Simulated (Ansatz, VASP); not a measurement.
## HfB2: VASP beside Ansatz

```
CELL_PARAMETERS angstrom
3.14000 0.01570 0.01570
-1.55640 2.71147 0.00575
0.01740 0.01740 3.48000
ATOMIC_POSITIONS crystal
Hf 0.00000 0.00000 0.00000
B 0.33333 0.66667 0.50000
B 0.66667 0.33333 0.50000
```

Change from the starting cell: equal xy, yz and zx shear strains of +1 %, crystal datasets.

Alike in both runs: task electric field gradients; functional PBEsol; k mesh 13 × 13 × 11; occupations fermi-dirac, width 0.05 eV; no spin polarisation.

```csv
,VASP,Ansatz
version,VASP 6.6.1,Ansatz 0.2.0
potentials or method,"VASP PAW PBE potentials, release 64 (Hf_pv, B), cutoff 520 eV","all-electron PAW with datasets made for the crystal, scalar-relativistic"
```

|  | VASP | Ansatz | Ansatz less VASP |
| --- | --- | --- | --- |
| pressure (GPa) | -4.4 | -4.2 | +0.18 |
| traceless stress, the component that is largest in VASP (GPa) | -2.69 | -2.68 | +0.015 |
| rms of the force components (eV/Å) | 0.003 | 0.004 | +0.0003 |
| size of Vzz on the site where it differs most (V/Å²) | 87.3 | 120.4 | +33.11 |

VASP's potentials were made for PBE, not for PBEsol. Atom by atom the forces differ by 0.000 eV/Å (rms over components). Ansatz ran all-electron here, and VASP with PAW potentials.

Spin-orbit coupling is off throughout.
